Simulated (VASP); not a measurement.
# Ba (Pm-3n) in VASP: notebook

Runs on Ba. Level: PBEsol. Tasks: single point.

Program: VASP 6.6.1. These are calculated values, not measurements. Logs are shortened: lines on timing, memory, paths and dates and some standing lists are left out, and cuts for length are marked.

## (1) The cell of the first run

It takes space group Pm-3n (No. 223, cubic). The conventional cell has a = 7.781 Å, b = 7.781 Å, c = 7.781 Å, α = 90.00°, β = 90.00°, γ = 90.00°. Within 5.7 Å of Ba (site symmetry m-3) lie 12 Ba at 4.35 Å. Ba (site symmetry -4m2) has 14 Ba at 3.89 to 4.76 Å within 5.1 Å.

## (2) Single point, PBEsol

Contents of INCAR:

```
ALGO = Normal
EDIFF = 1E-6
ENCUT = 520
GGA = PS
ISIF = 2
ISMEAR = -1
LASPH = T
LCHARG = T
LELF = T
LREAL = F
LVHAR = T
LWAVE = F
NBANDS = 50
NELM = 80
PREC = Accurate
SIGMA = 0.1
```

Contents of KPOINTS:

```
k-points
0
Gamma
  4 4 4
```

Contents of POSCAR:

```
Ba
1.0
    7.7810000391      0.0000000000      0.0000000000
    0.0000000000      7.7810000391      0.0000000000
    0.0000000000      0.0000000000      7.7810000391
Ba
8
Direct
    1.0000000000      0.0000000000      0.0000000000
    0.5000000000      0.5000000000      0.5000000000
    0.2500000000      1.0000000000      0.5000000000
    0.7500000000      0.0000000000      0.5000000000
    0.5000000000      0.2500000000      0.0000000000
    0.5000000000      0.7500000000      0.0000000000
    0.0000000000      0.5000000000      0.2500000000
    0.0000000000      0.5000000000      0.7500000000
```

Potentials or basis: VASP PAW PBE potentials, release 64 (Ba_sv).

The run is started by

```sh
cat potpaw_PBE.64/Ba_sv/POTCAR > POTCAR
mpirun -np 1 vasp_std > vasp.out
```

OUTCAR:

```text
EDIFF = 1E-6
   ENCUT = 520
   GGA = PS
   ISIF = 2
   ISMEAR = -1
   LASPH = T
   LREAL = F
   NELM = 80
   PREC = Accurate

 ion  position               nearest neighbor table
   1  0.000  0.000  0.000-   3 4.35   4 4.35   5 4.35   6 4.35   7 4.35   8 4.35   3 4.35   4 4.35
                             7 4.35   8 4.35   5 4.35   6 4.35
   2  0.500  0.500  0.500-   3 4.35   4 4.35   5 4.35   6 4.35   7 4.35   8 4.35   5 4.35   6 4.35
                             3 4.35   4 4.35   7 4.35   8 4.35
   3  0.250  0.000  0.500-   4 3.89   4 3.89   1 4.35   1 4.35   2 4.35   2 4.35
   4  0.750  0.000  0.500-   3 3.89   3 3.89   1 4.35   1 4.35   2 4.35   2 4.35
   5  0.500  0.250  0.000-   6 3.89   6 3.89   1 4.35   2 4.35   2 4.35   1 4.35
   6  0.500  0.750  0.000-   5 3.89   5 3.89   1 4.35   2 4.35   2 4.35   1 4.35
   7  0.000  0.500  0.250-   8 3.89   8 3.89   1 4.35   2 4.35   1 4.35   2 4.35
   8  0.000  0.500  0.750-   7 3.89   7 3.89   1 4.35   2 4.35   1 4.35   2 4.35

  LATTYP: Found a simple cubic cell.
 ALAT       =     7.7810000391

  Lattice vectors:

 A1 = (   7.7810000391,   0.0000000000,   0.0000000000)
 A2 = (   0.0000000000,   7.7810000391,   0.0000000000)
 A3 = (   0.0000000000,   0.0000000000,   7.7810000391)

Analysis of symmetry for initial positions (statically):
=====================================================================
 Subroutine PRICEL returns:
 Original cell was already a primitive cell.

 Routine SETGRP: Setting up the symmetry group for a
 simple cubic supercell.

 Subroutine GETGRP returns: Found 48 space group operations
 (whereof 24 operations were pure point group operations)
 out of a pool of 48 trial point group operations.

The static configuration has the point symmetry T_h .
 The point group associated with its full space group is O_h .

Analysis of symmetry for dynamics (positions and initial velocities):
=====================================================================
 Subroutine PRICEL returns:
 Original cell was already a primitive cell.

 Routine SETGRP: Setting up the symmetry group for a
 simple cubic supercell.

 Subroutine GETGRP returns: Found 48 space group operations
 (whereof 24 operations were pure point group operations)
 out of a pool of 48 trial point group operations.

The dynamic configuration has the point symmetry T_h .
 The point group associated with its full space group is O_h .

[... 97 lines left out ...]
   EDIFFG = 0.1E-04   stopping-criterion for IOM
   NSW    =      0    number of steps for IOM
   IBRION =     -1    ionic relax: 0-MD 1-quasi-New 2-CG
   NFREE  =      0    steps in history (QN), initial steepest desc. (CG)
   ISIF   =      2    stress and relaxation
   ISYM   =      2    0-nonsym 1-usesym 2-fastsym
   POTIM  = 0.5000    time-step for ionic-motion
   TEBEG  =    0.0;   TEEND  =   0.0 temperature during run
   PSTRESS=    0.0 pullay stress
   NELECT =      80.0000    total number of electrons
   NUPDOWN=      -1.0000    fix difference up-down
   EMIN   =  10.00;   EMAX   =-10.00  energy-range for DOS
   EFERMI =   0.00;   METHOD = LEGACY
   ISMEAR =    -1;   SIGMA  =   0.10  broadening in eV -4-tet -1-fermi 0-gaus
   EFERMI_NEDOS =   21; number of points for ismear=-14 and -15
   IALGO  =     38    algorithm
   IMIX   =      4    mixing-type and parameters
     AMIX     =   0.40;   BMIX     =  1.00
     AMIX_MAG =   1.60;   BMIX_MAG =  1.00
  volume/ion in A,a.u.               =      58.89       397.39
  Fermi-wavevector in a.u.,A,eV,Ry     =   0.906573  1.713174 11.182281  0.821874
  Thomas-Fermi vector in A             =   2.030277
   LORBIT       =      0    0 simple, 1 ext, 2 COOP (PROOUT), +10 PAW based schemes
   GGA     = PS    functional components
   LHFCALC =     F    Hartree Fock is set to
   AEXX    =    0.0000 exact exchange contribution
   IVDW    =     0    specifies the selected vdW correction
   LEPSILON=     F    determine dielectric tensor
   LRPA    =     F    only Hartree local field effects (RPA)
 non-spin polarized calculation
  energy-cutoff  :      520.00
  volume of cell :      471.09
 maximum number of plane-waves:     12797
 NGX is ok and might be reduce to    60
   NGX = 29   NGY = 29   NGZ = 29

 number of electron      80.0000016 magnetization

 Free energy of the ion-electron system (eV)
  ---------------------------------------------------
  ext. energy  EPLUGINS =         0.00000000
  ---------------------------------------------------
  free energy    TOTEN  =       -16.96522844 eV

  energy without entropy =      -16.61060589  energy(sigma->0) =      -16.78791716

 E-fermi :   1.9004     XC(G=0):  -7.7226

 val. band max:        1.8931927158   @ k =   0.2500   0.0000   0.0000
 cond. band min:       1.9800307402   @ k =   0.2500   0.2500   0.0000
 fundamental gap:      0.0868380244
 Fermi energy:         1.9003530988

 k-point     1 :       0.0000    0.0000    0.0000
  band No.  band energies     occupation
      1     -27.0126      2.00000
      2     -26.9954      2.00000
      3     -26.9328      2.00000
      4     -26.9328      2.00000
      5     -26.9328      2.00000
      6     -26.8671      2.00000
[... 519 lines left out ...]
     49       2.5962      0.00190
     50       2.5962      0.00190

------------------------ aborting loop because EDIFF is reached ----------------------------------------

  FORCE on cell =-STRESS in cart. coord.  units (eV):
  Direction    XX          YY          ZZ          XY          YZ          ZX
  --------------------------------------------------------------------------------------
  -------------------------------------------------------------------------------------
  Total        0.2681987      0.2681987      0.2681987      0.0000000      0.0000000     -0.0000000
  in kB        0.9121391      0.9121391      0.9121391      0.0000000      0.0000000     -0.0000000
  external PRESSURE =       0.9121391 kB  Pullay stress =       0.0000000 kB

 VOLUME and BASIS-vectors are now :
 -----------------------------------------------------------------------------
  energy-cutoff  :      520.00
  volume of cell :      471.09
      direct lattice vectors                 reciprocal lattice vectors
     7.781000039  0.000000000  0.000000000     0.128518185  0.000000000  0.000000000
     0.000000000  7.781000039  0.000000000     0.000000000  0.128518185  0.000000000
     0.000000000  0.000000000  7.781000039     0.000000000  0.000000000  0.128518185

 POSITION                                       TOTAL-FORCE (eV/Angst)
 -----------------------------------------------------------------------------------
      0.00000      0.00000      0.00000         0.000000      0.000000      0.000000
      3.89050      3.89050      3.89050         0.000000      0.000000      0.000000
      1.94525      0.00000      3.89050        -0.000000      0.000000     -0.000000
      5.83575      0.00000      3.89050         0.000000     -0.000000      0.000000
      3.89050      1.94525      0.00000         0.000000     -0.000000     -0.000000
      3.89050      5.83575      0.00000        -0.000000      0.000000      0.000000
      0.00000      3.89050      1.94525         0.000000      0.000000      0.000000
      0.00000      3.89050      5.83575        -0.000000      0.000000     -0.000000
 -----------------------------------------------------------------------------------
    total drift:                                0.000000      0.000000     -0.000000

  FREE ENERGIE OF THE ION-ELECTRON SYSTEM (eV)
  ---------------------------------------------------
  free  energy   TOTEN  =       -16.9652284386 eV

  energy  without entropy=      -16.6106058857  energy(sigma->0) =      -16.78791716
```

OSZICAR:

```text
N       E                     dE             d eps       ncg     rms          rms(c)
DAV:   1     0.683050088312E+03    0.68305E+03   -0.32573E+04  1000   0.133E+03
DAV:   2     0.387668785219E+02   -0.64428E+03   -0.63123E+03  1364   0.267E+02
DAV:   3    -0.145728206487E+02   -0.53340E+02   -0.51752E+02  1352   0.790E+01
DAV:   4    -0.169324499014E+02   -0.23596E+01   -0.23006E+01  1576   0.117E+01
DAV:   5    -0.170176806216E+02   -0.85231E-01   -0.82732E-01  1312   0.190E+00    0.509E+00
DAV:   6    -0.169809160900E+02    0.36765E-01   -0.11854E-01  1326   0.123E+00    0.295E+00
DAV:   7    -0.169652813233E+02    0.15635E-01   -0.83959E-02  1352   0.138E+00    0.195E-01
DAV:   8    -0.169650239273E+02    0.25740E-03   -0.78603E-03  1326   0.323E-01    0.635E-02
DAV:   9    -0.169651444437E+02   -0.12052E-03   -0.82046E-04  1304   0.708E-02    0.365E-02
DAV:  10    -0.169651968934E+02   -0.52450E-04   -0.25678E-04  1286   0.333E-02    0.354E-03
DAV:  11    -0.169652121710E+02   -0.15278E-04   -0.15055E-04  1040   0.819E-03    0.177E-03
DAV:  12    -0.169652200503E+02   -0.78793E-05   -0.82413E-05   798   0.239E-03    0.491E-04
DAV:  13    -0.169652244982E+02   -0.44479E-05   -0.45428E-05   800   0.119E-03    0.187E-04
DAV:  14    -0.169652268498E+02   -0.23516E-05   -0.23252E-05   800   0.691E-04    0.832E-05
DAV:  15    -0.169652278954E+02   -0.10456E-05   -0.10535E-05   800   0.447E-04    0.304E-05
DAV:  16    -0.169652284386E+02   -0.54320E-06   -0.54708E-06   776   0.296E-04
   1 F= -.16965228E+02 E0= -.16787917E+02  d E =-.354623E+00
```

stdout:

```text
POSCAR found type information on POSCAR Ba
 POSCAR found :  1 types and       8 ions
 scaLAPACK will be used
 -----------------------------------------------------------------------------
|                                                                             |
|                                                                             |
|     You enforced a specific xc type in the INCAR file but a different       |
|     I HOPE YOU KNOW WHAT YOU ARE DOING!                                     |
|                                                                             |
 -----------------------------------------------------------------------------

 LDA part: xc-table for (Slater+PW92), standard interpolation
 POSCAR, INCAR and KPOINTS ok, starting setup
 FFT: planning ... GRIDC
 FFT: planning ... GRID_SOFT
 FFT: planning ... GRID
 WAVECAR not read
 entering main loop
```

Run time: 4.5 min. Hardware: 1 thread of Intel Xeon Platinum 8488C (Sapphire Rapids), shared host; peak memory 0.56 GiB.

Results:

```yaml
Free_energy: -16.9652 eV
Pressure: 0.1 GPa
Band_gap_on_the_k_mesh: zero (bands 40 and 41 overlap by 0.10 eV)
```

Levels at points of the mesh, in eV from the Fermi level:
```csv
k point,band 38,band 39,band 40,band 41,band 42,band 43
"(0.00, 0.00, 0.00)",-0.24,-0.24,0.09,0.09,0.09,0.28
"(0.50, 0.00, 0.00)",-0.48,-0.07,-0.07,0.19,0.19,0.24
"(0.50, 0.50, 0.00)",-0.61,-0.61,-0.05,0.27,0.27,0.42
"(0.50, 0.50, 0.50)",-0.89,-0.77,-0.77,0.29,0.29,0.29
```

Caveat: the PAW data sets were made with another functional, which shifts forces and pressure a little; spin-orbit coupling is left out, which moves the levels of the heavy elements.

## (3) Single point, PBEsol

Contents of INCAR:

```
PREC = Accurate
ENCUT = 520
EDIFF = 1E-6
ISMEAR = -1
SIGMA = 0.1
LREAL = False
LASPH = True
NELM = 80
ALGO = Normal
ISIF = 2
LWAVE = False
LCHARG = False
GGA = PS
NBANDS = 50
```

Contents of KPOINTS:

```
regular mesh
0
Gamma
  5 5 5
```

POSCAR is that of step 2.

Potentials or basis: VASP PAW PBE potentials, release 64 (Ba_sv).

The run is started by

```sh
cat potpaw_PBE.64/Ba_sv/POTCAR > POTCAR
mpirun -np 1 vasp_std > vasp.out
```

OUTCAR:

```text
PREC = Accurate
   ENCUT = 520
   EDIFF = 1E-6
   ISMEAR = -1
   LREAL = False
   LASPH = True
   NELM = 80
   ISIF = 2
   GGA = PS

 ion  position               nearest neighbor table
   1  0.000  0.000  0.000-   3 4.35   4 4.35   5 4.35   6 4.35   7 4.35   8 4.35   3 4.35   4 4.35
                             7 4.35   8 4.35   5 4.35   6 4.35
   2  0.500  0.500  0.500-   3 4.35   4 4.35   5 4.35   6 4.35   7 4.35   8 4.35   5 4.35   6 4.35
                             3 4.35   4 4.35   7 4.35   8 4.35
   3  0.250  0.000  0.500-   4 3.89   4 3.89   1 4.35   1 4.35   2 4.35   2 4.35
   4  0.750  0.000  0.500-   3 3.89   3 3.89   1 4.35   1 4.35   2 4.35   2 4.35
   5  0.500  0.250  0.000-   6 3.89   6 3.89   1 4.35   2 4.35   2 4.35   1 4.35
   6  0.500  0.750  0.000-   5 3.89   5 3.89   1 4.35   2 4.35   2 4.35   1 4.35
   7  0.000  0.500  0.250-   8 3.89   8 3.89   1 4.35   2 4.35   1 4.35   2 4.35
   8  0.000  0.500  0.750-   7 3.89   7 3.89   1 4.35   2 4.35   1 4.35   2 4.35

  LATTYP: Found a simple cubic cell.
 ALAT       =     7.7810000391

  Lattice vectors:

 A1 = (   7.7810000391,   0.0000000000,   0.0000000000)
 A2 = (   0.0000000000,   7.7810000391,   0.0000000000)
[... 182 lines left out ...]
 k-point     1 :       0.0000    0.0000    0.0000
  band No.  band energies     occupation
      1     -27.0118      2.00000
      2     -26.9941      2.00000
      3     -26.9338      2.00000
      4     -26.9338      2.00000
      5     -26.9333      2.00000
      6     -26.8680      2.00000
[... 519 lines left out ...]
     49       2.6058      0.00173
     50       2.6058      0.00173

------------------------ aborting loop because EDIFF is reached ----------------------------------------

  FORCE on cell =-STRESS in cart. coord.  units (eV):
  Direction    XX          YY          ZZ          XY          YZ          ZX
  --------------------------------------------------------------------------------------
  -------------------------------------------------------------------------------------
  Total        0.2883523      0.2883523      0.2883523      0.0000000      0.0000000      0.0000000
  in kB        0.9806810      0.9806810      0.9806810      0.0000000      0.0000000      0.0000000
  external PRESSURE =       0.9806810 kB  Pullay stress =       0.0000000 kB

 VOLUME and BASIS-vectors are now :
 -----------------------------------------------------------------------------
  energy-cutoff  :      520.00
  volume of cell :      471.09
      direct lattice vectors                 reciprocal lattice vectors
     7.781000039  0.000000000  0.000000000     0.128518185  0.000000000  0.000000000
     0.000000000  7.781000039  0.000000000     0.000000000  0.128518185  0.000000000
     0.000000000  0.000000000  7.781000039     0.000000000  0.000000000  0.128518185

 POSITION                                       TOTAL-FORCE (eV/Angst)
 -----------------------------------------------------------------------------------
      0.00000      0.00000      0.00000         0.000000      0.000000     -0.000000
      3.89050      3.89050      3.89050         0.000000      0.000000     -0.000000
      1.94525      0.00000      3.89050        -0.000000     -0.000000      0.000000
      5.83575      0.00000      3.89050         0.000000      0.000000     -0.000000
      3.89050      1.94525      0.00000        -0.000000      0.000000     -0.000000
      3.89050      5.83575      0.00000         0.000000     -0.000000      0.000000
      0.00000      3.89050      1.94525        -0.000000     -0.000000      0.000000
      0.00000      3.89050      5.83575         0.000000      0.000000     -0.000000
 -----------------------------------------------------------------------------------
    total drift:                                0.000000      0.000000     -0.000000

  FREE ENERGIE OF THE ION-ELECTRON SYSTEM (eV)
  ---------------------------------------------------
  free  energy   TOTEN  =       -16.9658815118 eV

  energy  without entropy=      -16.6116626371  energy(sigma->0) =      -16.78877207
```

stdout:

```text
POSCAR found type information on POSCAR Ba
 POSCAR found :  1 types and       8 ions
 scaLAPACK will be used
 -----------------------------------------------------------------------------
|                                                                             |
|                                                                             |
|     You enforced a specific xc type in the INCAR file but a different       |
|     I HOPE YOU KNOW WHAT YOU ARE DOING!                                     |
|                                                                             |
 -----------------------------------------------------------------------------

 LDA part: xc-table for (Slater+PW92), standard interpolation
 POSCAR, INCAR and KPOINTS ok, starting setup
 FFT: planning ... GRIDC
 FFT: planning ... GRID_SOFT
 FFT: planning ... GRID
 WAVECAR not read
 entering main loop
```

It took 3.4 min on 1 thread of Intel Xeon Platinum 8488C (Sapphire Rapids), shared host; peak memory 0.57 GiB.

Results:

* Free energy: -16.9659 eV
* Pressure: 0.1 GPa
* Band gap on the k mesh: zero (bands 40 and 41 overlap by 0.08 eV)

Caveat: the PAW data sets were made with another functional, which shifts forces and pressure a little; spin-orbit coupling is left out, which moves the levels of the heavy elements.

The gap in the log of VASP goes by the Fermi energy; the results here count the filled bands.